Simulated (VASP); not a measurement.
Runs of VASP 6.6.1 on InSb. The structure is that of space group Fm-3m (No. 225), or close to it. The cells are those of the table. 

```tsv
cell	gap on the mesh (eV)	pressure (GPa)
a = 4.230 Å, angles 60.0°, 2 atoms	none	4.8
a = 4.425 Å, angles 60.0°, 2 atoms	none	-2.2
a = 4.310 Å, angles 60.0°, 2 atoms	none	(b)
a = 4.387 Å, angles 60.0°, 2 atoms	none	(a)
a = 4.270 Å, angles 60.0°, 2 atoms	none	2.9
a = 4.462 Å, angles 60.0°, 2 atoms	none	-3.0
```

Alike in all rows: task single point; level PBE; potentials or basis VASP PAW PBE potentials, release 64 (In_d, Sb); no spin polarisation; k mesh 14 × 14 × 14; cutoff (eV) 520; smearing gaussian 0.15 eV.

**Question.** Estimate the missing entries.

**Answer.** (a) -1.2; (b) 1.3.

Caveats: spin-orbit coupling is left out, which moves the levels of the heavy elements; the cell stands under pressure (at least some runs); the cell stands under tension (at least some runs).

A k mesh can miss the band edges, and the runs leave out spin-orbit coupling on In, Sb.

A gap of «none» marks levels without a gap at the run's occupations.
